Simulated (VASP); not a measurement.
# Sn2PbS3 (Cmcm) in VASP: notebook

The runs below take Sn2PbS3 through single point, with PBE.

All numbers are computed with VASP 6.6.1; they aren't measurements. Logs are shortened: lines on timing, memory, paths and dates and some standing lists are left out, and cuts for length are marked.

## 1. The cell of the first run

It takes space group Cmcm (No. 63, orthorhombic). Conventional cell: a = 4.145 Å, b = 11.952 Å, c = 12.516 Å, α = 90.00°, β = 90.00°, γ = 90.00°. Within 3.4 Å of Sn (site symmetry m) lie 5 S at 2.59 to 2.94 Å. Pb (site symmetry m2m) has 7 S at 2.73 to 3.85 Å and 2 Sn at 3.71 Å within 3.9 Å. S (site symmetry m2m) has 1 Pb at 2.73 Å and 4 Sn at 2.94 Å within 3.6 Å. Within 3.4 Å of S (site symmetry m) lie 3 Sn at 2.59 to 2.92 Å and 2 Pb at 2.99 Å.

## 2. Single point, PBE

File INCAR:

```
PREC = Accurate
ENCUT = 520
EDIFF = 1E-6
ISMEAR = 0
SIGMA = 0.1
LREAL = False
LASPH = True
NELM = 100
ALGO = Normal
ISIF = 2
LWAVE = False
LCHARG = False
GGA = PE
NBANDS = 72
```

File KPOINTS:

```
Automatic mesh
0
Gamma
  4 4 1
```

File POSCAR:

```
Sn2PbS3
1.0
   -4.1445298000      0.0000000000      0.0000000000
    2.0722649000     -5.9759227000      0.0000000000
    0.0000000000      0.0000000000     12.5163943000
Sn Pb S
4 2 6
Direct
    0.3692900000      0.7385800000      0.5836360000
    0.3692900000      0.7385800000      0.9163640000
    0.6307100000      0.2614200000      0.4163640000
    0.6307100000      0.2614200000      0.0836360000
    0.3735990000      0.7471980000      0.2500000000
    0.6264010000      0.2528020000      0.7500000000
    0.1451640000      0.2903280000      0.2500000000
    0.1527820000      0.3055640000      0.5791330000
    0.1527820000      0.3055640000      0.9208670000
    0.8472180000      0.6944360000      0.4208670000
    0.8548360000      0.7096720000      0.7500000000
    0.8472180000      0.6944360000      0.0791330000
```

Potentials or basis: VASP PAW PBE potentials, release 64 (Sn_d, Pb_d, S).

Run with:

```sh
$ cat potpaw_PBE.64/Sn_d/POTCAR potpaw_PBE.64/Pb_d/POTCAR potpaw_PBE.64/S/POTCAR > POTCAR
$ mpirun -np 1 vasp_std > vasp.out
```

OUTCAR:

```text
PREC = Accurate
   ENCUT = 520
   EDIFF = 1E-6
   ISMEAR = 0
   LREAL = False
   LASPH = True
   NELM = 100
   ISIF = 2
   GGA = PE

 ion  position               nearest neighbor table
   1  0.369  0.739  0.584-   8 2.59  10 2.92  10 2.92  11 2.94  11 2.94   6 3.71
   2  0.369  0.739  0.916-   9 2.59  12 2.92  12 2.92  11 2.94  11 2.94   6 3.71
   3  0.631  0.261  0.416-  10 2.59   8 2.92   8 2.92   7 2.94   7 2.94   5 3.71
   4  0.631  0.261  0.084-  12 2.59   9 2.92   9 2.92   7 2.94   7 2.94   5 3.71
   5  0.374  0.747  0.250-   7 2.73  10 2.99  12 2.99  10 2.99  12 2.99   4 3.71   3 3.71
   6  0.626  0.253  0.750-  11 2.73   9 2.99   8 2.99   9 2.99   8 2.99   1 3.71   2 3.71
   7  0.145  0.290  0.250-   5 2.73   4 2.94   3 2.94   3 2.94   4 2.94
   8  0.153  0.306  0.579-   1 2.59   3 2.92   3 2.92   6 2.99   6 2.99
   9  0.153  0.306  0.921-   2 2.59   4 2.92   4 2.92   6 2.99   6 2.99
  10  0.847  0.694  0.421-   3 2.59   1 2.92   1 2.92   5 2.99   5 2.99
  11  0.855  0.710  0.750-   6 2.73   2 2.94   1 2.94   2 2.94   1 2.94
  12  0.847  0.694  0.079-   4 2.59   2 2.92   2 2.92   5 2.99   5 2.99

  LATTYP: Found a base centered orthorhombic cell.
 ALAT       =     4.1445298000
 B/A-ratio  =     2.8837638952
 C/A-ratio  =     3.0199793231

  Lattice vectors:

 A1 = (  -2.0722649000,   5.9759227000,   0.0000000000)
 A2 = (  -2.0722649000,  -5.9759227000,   0.0000000000)
 A3 = (   0.0000000000,   0.0000000000,  12.5163943000)

Analysis of symmetry for initial positions (statically):
=====================================================================
 Subroutine PRICEL returns:
 Original cell was already a primitive cell.

 Routine SETGRP: Setting up the symmetry group for a
 base centered orthorhombic supercell.

 Subroutine GETGRP returns: Found  8 space group operations
 (whereof  4 operations were pure point group operations)
 out of a pool of  8 trial point group operations.

The static configuration has the point symmetry C_2h.
 The point group associated with its full space group is D_2h.

Analysis of symmetry for dynamics (positions and initial velocities):
=====================================================================
 Subroutine PRICEL returns:
 Original cell was already a primitive cell.

 Routine SETGRP: Setting up the symmetry group for a
 base centered orthorhombic supercell.

 Subroutine GETGRP returns: Found  8 space group operations
 (whereof  4 operations were pure point group operations)
 out of a pool of  8 trial point group operations.

The dynamic configuration has the point symmetry C_2h.
[... 115 lines left out ...]
   EMIN   =  10.00;   EMAX   =-10.00  energy-range for DOS
   EFERMI =   0.00;   METHOD = LEGACY
   ISMEAR =     0;   SIGMA  =   0.10  broadening in eV -4-tet -1-fermi 0-gaus
   EFERMI_NEDOS =   21; number of points for ismear=-14 and -15
   IALGO  =     38    algorithm
   IMIX   =      4    mixing-type and parameters
     AMIX     =   0.40;   BMIX     =  1.00
     AMIX_MAG =   1.60;   BMIX_MAG =  1.00
  volume/ion in A,a.u.               =      25.83       174.33
  Fermi-wavevector in a.u.,A,eV,Ry     =   1.193114  2.254659 19.368192  1.423522
  Thomas-Fermi vector in A             =   2.329136
   LORBIT       =      0    0 simple, 1 ext, 2 COOP (PROOUT), +10 PAW based schemes
   GGA     = PE    functional components
   LHFCALC =     F    Hartree Fock is set to
   AEXX    =    0.0000 exact exchange contribution
   IVDW    =     0    specifies the selected vdW correction
   LEPSILON=     F    determine dielectric tensor
   LRPA    =     F    only Hartree local field effects (RPA)
 non-spin polarized calculation
 Gauss-broadening in eV      SIGMA  =   0.10
  energy-cutoff  :      520.00
  volume of cell :      310.00
 maximum number of plane-waves:      8354
 NGX is ok and might be reduce to    32

 number of electron     119.9999990 magnetization

 Free energy of the ion-electron system (eV)
  ---------------------------------------------------
  ext. energy  EPLUGINS =         0.00000000
  ---------------------------------------------------
  free energy    TOTEN  =       -52.72930374 eV

  energy without entropy =      -52.72925289  energy(sigma->0) =      -52.72927831

 E-fermi :   5.8771     XC(G=0):  -9.5998

 val. band max:        5.6550608135   @ k =   0.0000   0.5000   0.0000
 cond. band min:       6.0992373033   @ k =   0.0000   0.5000   0.0000
 fundamental gap:      0.4441764898
 Fermi energy:         5.8771490578

 k-point     1 :       0.0000    0.0000    0.0000
  band No.  band energies     occupation
      1     -15.7143      2.00000
      2     -15.7123      2.00000
      3     -15.7075      2.00000
      4     -15.7065      2.00000
      5     -15.7046      2.00000
      6     -15.7033      2.00000
[... 514 lines left out ...]
     71       9.1179      0.00000
     72       9.4968      0.00000

------------------------ aborting loop because EDIFF is reached ----------------------------------------

  FORCE on cell =-STRESS in cart. coord.  units (eV):
  Direction    XX          YY          ZZ          XY          YZ          ZX
  --------------------------------------------------------------------------------------
  -------------------------------------------------------------------------------------
  Total       -0.8714530      0.6247593     -0.0191326      0.0000000     -0.0000000      0.0000000
  in kB       -4.5039658      3.2289686     -0.0988837      0.0000000     -0.0000000      0.0000000
  external PRESSURE =      -0.4579603 kB  Pullay stress =       0.0000000 kB

 VOLUME and BASIS-vectors are now :
 -----------------------------------------------------------------------------
  energy-cutoff  :      520.00
  volume of cell :      310.00
      direct lattice vectors                 reciprocal lattice vectors
    -4.144529800  0.000000000  0.000000000    -0.241281894 -0.083669088  0.000000000
     2.072264900 -5.975922700  0.000000000     0.000000000 -0.167338175  0.000000000
     0.000000000  0.000000000 12.516394300     0.000000000  0.000000000  0.079895214

 POSITION                                       TOTAL-FORCE (eV/Angst)
 -----------------------------------------------------------------------------------
      0.00000     -4.41370      7.30502        -0.000000      0.040294      0.003196
      0.00000     -4.41370     11.46957        -0.000000      0.040294     -0.003196
     -2.07226     -1.56223      5.21138         0.000000     -0.040294     -0.003196
     -2.07226     -1.56223      1.04682         0.000000     -0.040294      0.003196
      0.00000     -4.46520      3.12910         0.000000      0.045937      0.000000
     -2.07226     -1.51073      9.38730         0.000000     -0.045937     -0.000000
      0.00000     -1.73498      3.12910        -0.000000      0.077319      0.000000
     -0.00000     -1.82603      7.24866        -0.000000      0.094560     -0.014804
     -0.00000     -1.82603     11.52593        -0.000000      0.094560      0.014804
     -2.07226     -4.14990      5.26774         0.000000     -0.094560      0.014804
     -2.07226     -4.24095      9.38730         0.000000     -0.077319     -0.000000
     -2.07226     -4.14990      0.99046         0.000000     -0.094560     -0.014804
 -----------------------------------------------------------------------------------
    total drift:                                0.000000     -0.000000      0.000000

  FREE ENERGIE OF THE ION-ELECTRON SYSTEM (eV)
  ---------------------------------------------------
  free  energy   TOTEN  =       -52.7293037361 eV

  energy  without entropy=      -52.7292528901  energy(sigma->0) =      -52.72927831
```

Run time: 1.9 min. Hardware: 1 thread of Intel Xeon Platinum 8488C (Sapphire Rapids), shared host; peak memory 0.44 GiB.

What came out:

| Quantity | Value |
| --- | --- |
| Free energy | -52.7293 eV |
| Pressure | 0.0 GPa |
| Largest force | 0.096 eV/Å |
| Band gap on the k mesh | 0.44 eV |

Forces in eV/Å, atoms in the order of the input:
```
Sn   0.000  0.040  0.003
Sn   0.000  0.040 -0.003
Sn   0.000 -0.040 -0.003
Sn   0.000 -0.040  0.003
Pb   0.000  0.046  0.000
Pb   0.000 -0.046  0.000
S    0.000  0.077  0.000
S    0.000  0.095 -0.015
S    0.000  0.095  0.015
S    0.000 -0.095  0.015
S    0.000 -0.077  0.000
S    0.000 -0.095 -0.015
```

Stress tensor (GPa, compression positive):
```
-0.45  0.00  0.00
 0.00  0.32  0.00
 0.00  0.00 -0.01
```

Levels at points of the mesh, in eV from the valence-band top:
```csv
k point,band 57,band 58,band 59,band 60,band 61,band 62,band 63,band 64
"(0.00, 0.00, 0.00)",-1.04,-0.77,-0.73,-0.66,1.76,2.04,2.08,2.12
"(0.50, 0.00, 0.00)",-1.93,-1.84,-0.81,-0.38,1.34,1.42,1.69,2.20
"(0.00, 0.50, 0.00)",-0.98,-0.87,-0.40,0.00,0.44,0.68,0.76,1.34
```

Caveat: the k points lie up to 0.50 Å⁻¹ apart; spin-orbit coupling is left out, which moves the levels of the heavy elements; an odd mesh through Γ misses points on the zone boundary, where band edges can lie.

## 3. Single point, PBE

This run uses another cell than the first one, of the same volume but with other edges.

File INCAR:

```
  ALGO = Normal
  EDIFF = 1E-7
  ENCUT = 520
  GGA = PE
  ISIF = 2
  ISMEAR = 0
  LASPH = True
  LCHARG = True
  LELF = True
  LREAL = False
  LVHAR = True
  LWAVE = False
  NBANDS = 72
  NELM = 80
  PREC = Accurate
  SIGMA = 0.1
```

File KPOINTS:

```
k-points
0
Gamma
  4 4 2
```

File POSCAR:

```
Sn2PbS3
1.0
    2.0722649000     -5.9759227000      0.0000000000
    2.0722649000      5.9759227000      0.0000000000
    0.0000000000      0.0000000000     12.5163943000
Sn Pb S
4 2 6
Direct
    0.3692900000      0.6307100000      0.5836360000
    0.3692900000      0.6307100000      0.9163640000
    0.6307100000      0.3692900000      0.4163640000
    0.6307100000      0.3692900000      0.0836360000
    0.3735990000      0.6264010000      0.2500000000
    0.6264010000      0.3735990000      0.7500000000
    0.1451640000      0.8548360000      0.2500000000
    0.1527820000      0.8472180000      0.5791330000
    0.1527820000      0.8472180000      0.9208670000
    0.8472180000      0.1527820000      0.4208670000
    0.8548360000      0.1451640000      0.7500000000
    0.8472180000      0.1527820000      0.0791330000
```

Potentials or basis: VASP PAW PBE potentials, release 64 (Sn_d, Pb_d, S).

Run with:

```sh
$ cat potpaw_PBE.64/Sn_d/POTCAR potpaw_PBE.64/Pb_d/POTCAR potpaw_PBE.64/S/POTCAR > POTCAR
$ mpirun -np 1 vasp_std > vasp.out
```

Run time: 6.3 min. Hardware: 1 thread of Intel Xeon Platinum 8488C (Sapphire Rapids), shared host; peak memory 0.63 GiB.

It converged, with:

- Free energy: -52.7523 eV
- Pressure: -0.1 GPa
- Largest force: 0.029 eV/Å
- Band gap on the k mesh: 0.45 eV

Forces on the atoms (eV/Å):
```
Sn   0.000  0.029  0.003
Sn   0.000  0.029 -0.003
Sn   0.000 -0.029 -0.003
Sn   0.000 -0.029  0.003
Pb   0.000  0.024  0.000
Pb   0.000 -0.024  0.000
S    0.000  0.011  0.000
S    0.000  0.008  0.000
S    0.000  0.008  0.000
S    0.000 -0.008  0.000
S    0.000 -0.011  0.000
S    0.000 -0.008  0.000
```

Stress tensor (GPa, compression positive):
```
-0.15  0.00  0.00
 0.00 -0.04  0.00
 0.00  0.00 -0.09
```

Levels at points of the mesh, in eV from the valence-band top:
| k point | band 57 | band 58 | band 59 | band 60 | band 61 | band 62 | band 63 | band 64 |
| --- | --- | --- | --- | --- | --- | --- | --- | --- |
| (0.00, 0.00, 0.00) | -1.04 | -0.77 | -0.73 | -0.66 | 1.77 | 2.04 | 2.09 | 2.13 |
| (0.50, 0.00, 0.00) | -1.93 | -1.84 | -0.80 | -0.37 | 1.34 | 1.42 | 1.69 | 2.20 |
| (0.50, 0.50, 0.00) | -0.97 | -0.87 | -0.40 | 0.00 | 0.45 | 0.69 | 0.77 | 1.34 |
| (0.00, 0.00, 0.50) | -1.07 | -1.07 | -0.39 | -0.39 | 1.17 | 1.17 | 2.06 | 2.06 |
| (0.50, 0.00, 0.50) | -1.58 | -1.58 | -1.10 | -1.10 | 1.95 | 1.95 | 2.00 | 2.00 |
| (0.50, 0.50, 0.50) | -1.02 | -1.02 | -0.75 | -0.75 | 0.72 | 0.72 | 1.54 | 1.54 |

Caveat: spin-orbit coupling is left out, which moves the levels of the heavy elements.
